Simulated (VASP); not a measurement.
# HfN (Fm-3m) in VASP: notebook, part 2 of 2

VASP 6.6.1. Earlier steps stand in the parts before.

**3. Single point, r2SCAN**

This run uses another cell than the first one, of 11.58 Å³/atom.

POSCAR

```
HfN
1.0
    3.1999394429      0.0000000000      0.0000000000
   -1.5999697215      2.7712288482      0.0000000000
    1.5999697215      0.9237429494      2.6127396143
Hf N
1 1
Direct
    0.0000000000      0.0000000000      0.0000000000
    0.0000000000      0.5000000000      0.5000000000
```

INCAR.step1

```
ALGO = Normal ; EDIFF = 1E-5
ENCUT = 660 ; GGA = PE
GGA_COMPAT = F ; ISMEAR = 0
ISYM = 0 ; LASPH = T
LCHARG = F ; LREAL = F
LWAVE = T ; NBANDS = 14
NELM = 120 ; PREC = Accurate
SIGMA = 0.1
```

INCAR.step2

```
ALGO = Normal ; EDIFF = 1E-6
ENCUT = 660 ; GGA_COMPAT = F
ISIF = 2 ; ISMEAR = 0
ISTART = 1 ; ISYM = 0
LASPH = T ; LCHARG = T
LELF = T ; LMIXTAU = T
LREAL = F ; LVHAR = T
LWAVE = F ; METAGGA = R2SCAN
NBANDS = 14 ; NELM = 120
PREC = Accurate ; SIGMA = 0.1
```

KPOINTS

```
k-points
0
Gamma
  12 12 13
```

Potentials or basis: VASP PAW PBE potentials, release 64 (Hf_pv, N).

Command:

```console
$ cat potpaw_PBE.64/Hf_pv/POTCAR potpaw_PBE.64/N/POTCAR > POTCAR
$ cp INCAR.step1 INCAR
$ mpirun -np 1 vasp_std > vasp.out
$ cp INCAR.step2 INCAR
$ mpirun -np 1 vasp_std > vasp.out
```

OUTCAR:

```text
EDIFF = 1E-6
   ENCUT = 660
   ISIF = 2
   ISMEAR = 0
   ISTART = 1
   ISYM = 0
   LASPH = T
   LREAL = F
   METAGGA = R2SCAN
   NELM = 120
   PREC = Accurate

 ion  position               nearest neighbor table
   1  0.000  0.000  0.000-   2 2.26   2 2.26   2 2.26   2 2.26   2 2.26   2 2.26
   2  0.000  0.500  0.500-   1 2.26   1 2.26   1 2.26   1 2.26   1 2.26   1 2.26

IMPORTANT INFORMATION: All symmetrisations will be switched off!
NOSYMM: (Re-)initialisation of all symmetry stuff for point group C_1.

----------------------------------------------------------------------------------------

                                     Primitive cell

  volume of cell :      23.1692

  direct lattice vectors                    reciprocal lattice vectors
     3.199939443  0.000000000  0.000000000     0.312505914  0.180425374 -0.255160010
    -1.599969721  2.771228848  0.000000000     0.000000000  0.360850747 -0.127580005
     1.599969721  0.923742949  2.612739614     0.000000000  0.000000000  0.382740015

  length of vectors
     3.199939443  3.199939443  3.199939443     0.441950102  0.382740015  0.382740015

  position of ions in fractional coordinates (direct lattice)
     0.000000000  0.000000000  0.000000000
     1.000000000  0.500000000  0.500000000

  ion indices of the primitive-cell ions
   primitive index   ion index
                 1           1
                 2           2

----------------------------------------------------------------------------------------

 KPOINTS: k-points

Automatic generation of k-mesh.
 Grid dimensions read from file:
 generate k-points for:   12   12   13

 Generating k-lattice:

  Cartesian coordinates                     Fractional coordinates (reciprocal lattice)
     0.026042159  0.015035448 -0.021263334     0.083333333  0.000000000 -0.000000000
     0.000000000  0.030070896 -0.010631667     0.000000000  0.083333333 -0.000000000
     0.000000000  0.000000000  0.029441540     0.000000000  0.000000000  0.076923077

  Length of vectors
[... 100 lines left out ...]
  Thomas-Fermi vector in A             =   2.537590
   LORBIT       =      0    0 simple, 1 ext, 2 COOP (PROOUT), +10 PAW based schemes
   METAGGA = R2SCAN    functional components
   LHFCALC =     F    Hartree Fock is set to
   AEXX    =    0.0000 exact exchange contribution
   IVDW    =     0    specifies the selected vdW correction
   LEPSILON=     F    determine dielectric tensor
   LRPA    =     F    only Hartree local field effects (RPA)
 non-spin polarized calculation
 Gauss-broadening in eV      SIGMA  =   0.10
  energy-cutoff  :      660.00
  volume of cell :       23.17
 maximum number of plane-waves:       911
   NGX = 13   NGY = 13   NGZ = 13

 number of electron      15.0000001 magnetization

 Free energy of the ion-electron system (eV)
  ---------------------------------------------------
  ext. energy  EPLUGINS =         0.00000000
  ---------------------------------------------------
  free energy    TOTEN  =       -58.23615599 eV

  energy without entropy =      -58.23290063  energy(sigma->0) =      -58.23452831

 E-fermi :   8.4681     XC(G=0): -13.5326

 val. band max:        8.4673991195   @ k =   0.3333  -0.0000   0.2308
 cond. band min:       8.4763756926   @ k =  -0.2500   0.1667   0.1538
 fundamental gap:      0.0089765731
 Fermi energy:         8.4680709674

 k-point     1 :       0.0000    0.0000    0.0000
  band No.  band energies     occupation
      1     -24.0710      2.00000
      2     -24.0690      2.00000
      3     -24.0627      2.00000
      4     -10.1855      2.00000
      5       5.0636      2.00000
      6       5.0645      2.00000
      7       5.0682      2.00000
      8       8.1512      1.99999
      9       8.1516      1.99999
     10       8.1521      1.99999
     11      10.4829      0.00000
     12      10.4911      0.00000
     13      10.5014      0.00000
     14      18.5263      0.00000
[... 377 lines left out ...]
      1     -24.7744      2.00000
      2     -24.4310      2.00000
      3     -24.3173      2.00000
      4      -8.7649      2.00000
      5       1.8865      2.00000
      6       2.8337      2.00000
      7       3.5951      2.00000
      8       6.4845      2.00000
      9      13.1257      0.00000
     10      13.4507      0.00000
     11      13.7774      0.00000
     12      14.6254      0.00000
     13      17.6129      0.00000
     14      19.1008      0.00000

 [... further k-points ...]
[... 5 lines left out ...]
  --------------------------------------------------------------------------------------
  -------------------------------------------------------------------------------------
  Total       -0.3858989     -0.3973179     -0.3729392      0.0098830     -0.0316505     -0.0548156
  in kB      -26.6854070    -27.4750470    -25.7892263      0.6834238     -2.1886699     -3.7905693
  external PRESSURE =     -26.6498935 kB  Pullay stress =       0.0000000 kB

 VOLUME and BASIS-vectors are now :
 -----------------------------------------------------------------------------
  energy-cutoff  :      660.00
  volume of cell :       23.17
      direct lattice vectors                 reciprocal lattice vectors
     3.199939443  0.000000000  0.000000000     0.312505914  0.180425374 -0.255160010
    -1.599969721  2.771228848  0.000000000     0.000000000  0.360850747 -0.127580005
     1.599969721  0.923742949  2.612739614     0.000000000  0.000000000  0.382740015

 POSITION                                       TOTAL-FORCE (eV/Angst)
 -----------------------------------------------------------------------------------
      0.00000      0.00000      0.00000         0.000000     -0.000000     -0.000000
      0.00000      1.84749      1.30637        -0.000000      0.000000      0.000000
 -----------------------------------------------------------------------------------
    total drift:                                0.000000     -0.000000     -0.000000

  FREE ENERGIE OF THE ION-ELECTRON SYSTEM (eV)
  ---------------------------------------------------
  free  energy   TOTEN  =       -58.2361559926 eV

  energy  without entropy=      -58.2329006284  energy(sigma->0) =      -58.23452831
```

OUTCAR.step1:

```text
EDIFF = 1E-5
   ENCUT = 660
   GGA = PE
   ISMEAR = 0
   ISYM = 0
[... 613 lines left out ...]
 -----------------------------------------------------------------------------------
      0.00000      0.00000      0.00000         0.000000     -0.000000     -0.000000
      0.00000      1.84749      1.30637        -0.000000      0.000000      0.000000
 -----------------------------------------------------------------------------------
    total drift:                                0.000000     -0.000000      0.000000

  FREE ENERGIE OF THE ION-ELECTRON SYSTEM (eV)
  ---------------------------------------------------
  free  energy   TOTEN  =       -21.7627921907 eV

  energy  without entropy=      -21.7594306511  energy(sigma->0) =      -21.76111142
```

Wall time 32 min (1 thread of Oxide Virtual Turin-like, shared host); peak memory 0.52 GiB.

What came out:

| Quantity | Value |
| --- | --- |
| Free energy | -58.2362 eV |
| Pressure | -2.7 GPa |
| Band gap on the k mesh | zero (an odd number of electrons rules out a gap without spin polarisation) |

Caveat: the PAW data sets were made with another functional, which shifts forces and pressure a little; spin-orbit coupling is left out, which moves the levels of the heavy elements.

**4. Single point, r2SCAN**

This run uses another cell than the first one, of 11.58 Å³/atom.

POSCAR

```
HfN
1.0
    3.1999394429      0.0000000000      0.0000000000
    0.0000000000      3.1999394429      0.0000000000
    1.5999697215      1.5999697215      2.2626988795
Hf N
1 1
Direct
    0.0000000000      0.0000000000      0.0000000000
    0.5000000000      0.5000000000      0.0000000000
```

INCAR.step1

```
PREC     = Accurate       # precision mode
ENCUT    = 520            # plane-wave cutoff, eV
ISMEAR   = 0              # smearing method
SIGMA    = 0.1            # smearing width, eV
LREAL    = False          # projectors in reciprocal space
LASPH    = True           # aspherical terms in the spheres
NELM     = 60             # most SCF steps
ISYM     = 0            
NBANDS   = 14             # bands
GGA      = PE             # functional
ALGO     = Normal         # electronic algorithm
EDIFF    = 1E-4           # SCF threshold, eV
LWAVE    = True           # write WAVECAR
LCHARG   = False          # write CHGCAR
```

INCAR.step2

```
PREC     = Accurate       # precision mode
ENCUT    = 520            # plane-wave cutoff, eV
EDIFF    = 1E-6           # SCF threshold, eV
ISMEAR   = 0              # smearing method
SIGMA    = 0.1            # smearing width, eV
LREAL    = False          # projectors in reciprocal space
LASPH    = True           # aspherical terms in the spheres
NELM     = 60             # most SCF steps
ALGO     = Normal         # electronic algorithm
ISIF     = 2              # what is computed and relaxed
LWAVE    = False          # write WAVECAR
LCHARG   = False          # write CHGCAR
METAGGA  = R2SCAN         # meta-GGA
LMIXTAU  = True         
ISYM     = 0            
NBANDS   = 14             # bands
ISTART   = 1
```

KPOINTS

```
Automatic mesh
0
Gamma
  11 11 15
```

Command:

```console
$ cat potpaw_PBE.64/Hf_pv/POTCAR potpaw_PBE.64/N/POTCAR > POTCAR
$ cp INCAR.step1 INCAR
$ mpirun -np 1 vasp_std > vasp.out
$ cp INCAR.step2 INCAR
$ mpirun -np 1 vasp_std > vasp.out
```

Run time: 26 min. Hardware: 1 thread of Oxide Virtual Turin-like, shared host; peak memory 0.37 GiB.

Results (log left out):

```yaml
Free_energy: -58.2336 eV
Pressure: -2.6 GPa
Band_gap_on_the_k_mesh: zero (an odd number of electrons rules out a gap without spin polarisation)
```

Levels at points of the mesh, in eV from the Fermi level:
```tsv
k point	band 4	band 5	band 6	band 7	band 8	band 9	band 10	band 11
(0.00, 0.00, 0.00)	-18.64	-3.39	-3.39	-3.39	-0.30	-0.30	-0.30	2.03
```

Caveat: the PAW data sets were made with another functional, which shifts forces and pressure a little; spin-orbit coupling is left out, which moves the levels of the heavy elements.

**5. The runs side by side**

| cell | k mesh | cutoff (eV) | gap on the mesh (eV) | pressure (GPa) |
| --- | --- | --- | --- | --- |
| a = 3.195 Å, angles 60.0°, 2 atoms, atomic positions A | 8 × 8 × 8 | 660 | none | -1.0 |
| a = 3.200 Å, angles 90.0, 60.0, 120.0°, 2 atoms, atomic positions B | 12 × 12 × 13 | 660 | none | -2.7 |
| a = 3.200 Å, angles 60.0, 60.0, 90.0°, 2 atoms, atomic positions C | 11 × 11 × 15 | 520 | none | -2.6 |

Alike in all rows: task single point; level r2SCAN; potentials or basis VASP PAW PBE potentials, release 64 (Hf_pv, N); no spin polarisation; smearing gaussian 0.1 eV.

Caveats: the PAW data sets were made with another functional, which shifts forces and pressure a little; spin-orbit coupling is left out, which moves the levels of the heavy elements.

Total energies depend on the potentials used, so only differences within one code and one set of settings carry meaning.

The gap in the log of VASP goes by the Fermi energy; the results here count the filled bands.